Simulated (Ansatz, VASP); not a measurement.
## BAs: VASP beside Ansatz

Contents of POSCAR:

```
BAs
1.0
    0.0000000000      2.5947391905      2.0238965686
    2.5947391905      0.0000000000      2.0238965686
    2.5947391905      2.5947391905      0.0000000000
B As
1 1
Direct
    0.0000000000      0.0000000000      0.0000000000
    0.7500000000      0.7500000000      0.7500000000
```

The input INCAR.step1:

```
ALGO = Normal
EDIFF = 1E-4
ENCUT = 520
GGA = PE
ISMEAR = 0
LASPH = T
LCHARG = F
LREAL = F
LWAVE = T
NBANDS = 11
NELM = 100
PREC = Accurate
SIGMA = 0.05
```

File INCAR.step2:

```
ALGO = Normal
EDIFF = 1E-6
ENCUT = 520
ISIF = 2
ISMEAR = 0
ISTART = 1
LASPH = T
LCHARG = F
LMIXTAU = T
LREAL = F
LWAVE = F
METAGGA = R2SCAN
NBANDS = 11
NELM = 100
PREC = Accurate
SIGMA = 0.05
```

Contents of KPOINTS:

```
k-points
0
Gamma
  12 12 12
```

Input for Ansatz:

```yaml
crystal:
  lattice:
    - [0.0, 2.5947391905, 2.0238965686]
    - [2.5947391905, 0.0, 2.0238965686]
    - [2.5947391905, 2.5947391905, 0.0]
  atoms:
    - { symbol: B, position: [0.0, 0.0, 0.0] }
    - { symbol: As, position: [0.75, 0.75, 0.75] }
basis:
  ecutwfc: 500
kpoints:
  mp_grid: { grid: [12, 12, 12] }
hamiltonian:
  xc: r2scan
scf:
  occupations: { method: gaussian, width: 0.05 }
output:
  forces: true
  stress: true
  eigenvalues: true
```

Alike in both runs: task single point; functional r2SCAN; k mesh 12 × 12 × 12; occupations gaussian, width 0.05 eV; no spin polarisation.

|  | VASP | Ansatz |
| --- | --- | --- |
| version | VASP 6.6.1 | Ansatz 0.2.0 |
| potentials or method | VASP PAW PBE potentials, release 64 (B, As), cutoff 520 eV | scalar-relativistic, plane waves, PAW |
| valence electrons in the cell | 8 | 18 |

Ansatz gave:

* gap on the k mesh at the Fermi level (eV): none
* pressure (GPa): -0.7
* traceless stress, the component that is largest in VASP (GPa): 21.65

Which values does VASP return?

gap on the k mesh at the Fermi level (eV): none; pressure (GPa): -0.6; traceless stress, the component that is largest in VASP (GPa): 21.60.

VASP's potentials were made for PBE, not for r2SCAN. A gap of «none» marks a metal or a gap that the smearing closes. VASP's potentials hold 8 valence electrons a cell and Ansatz's 18, so a difference there can come from the potentials and not from the codes.
